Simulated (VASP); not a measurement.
Wanted: the native input for a VASP 6.6.1 run.

```yaml
Task: relaxation of cell and atoms
Functional: PBEsol
Potentials_or_basis: VASP PAW PBE potentials, release 64 (Ta_pv, Si)
Cutoff: 600 eV
k_mesh: 12 × 12 × 12
Occupations: gaussian, width 0.1 eV
Spin: no spin polarisation
Dipole_correction: no
Further_INCAR_settings: ALGO = Normal; EDIFF = 1e-07; IBRION = 2; EDIFFG = -0.01; NSW = 80; ISIF = 3
```

The structure of TaSi3 lies in POSCAR:

```
TaSi3
1.0
    3.8543714638      0.0000000000      0.0000000000
    0.0000000000      3.8543714638      0.0000000000
    0.0000000000      0.0000000000      3.8543714638
Ta Si
1 3
Direct
    0.5000000000      0.5000000000      0.5000000000
    0.5000000000      0.0000000000      0.0000000000
    0.0000000000      0.5000000000      0.0000000000
    0.0000000000      0.0000000000      0.5000000000
```

These files were run (other wordings do the same):

INCAR

```
ALGO = Normal
EDIFF = 1E-7
EDIFFG = -0.01
ENCUT = 600
GGA = PS
IBRION = 2
ISIF = 3
ISMEAR = 0
LASPH = True
LCHARG = False
LREAL = False
LWAVE = False
NELM = 60
NSW = 80
PREC = Accurate
SIGMA = 0.1
```

KPOINTS

```
k-points
0
Gamma
  12 12 12
```

Potentials or basis: VASP PAW PBE potentials, release 64 (Ta_pv, Si).

Run with:

```console
$ cat potpaw_PBE.64/Ta_pv/POTCAR potpaw_PBE.64/Si/POTCAR > POTCAR
$ mpirun -np 1 vasp_std > vasp.out
```

It gave:

The relaxed volume is 14.35 Å³/atom. The relaxed cell is a = 3.858 Å, b = 3.858 Å, c = 3.858 Å, α = 90.00°, β = 90.00°, γ = 90.00°, the space group after relaxing (to 0.1 Å) is Pm-3m (No. 221) and the energy gained by relaxing is 0.0 meV/atom. The ionic steps are 3. The pressure after relaxing is 0.0 GPa. The band gap on the k mesh is zero (an odd number of electrons rules out a gap without spin polarisation).

Caveat: the PAW data sets were made with another functional, which shifts forces and pressure a little; spin-orbit coupling is left out, which moves the levels of the heavy elements; an odd number of electrons without spin polarisation forces a metal; a magnetic or distorted state may lie lower.

Run time: 62 s on 1 thread of Intel(R) Xeon(R) Platinum 8488C (Sapphire Rapids), on a shared host, peak memory 0.24 GiB.
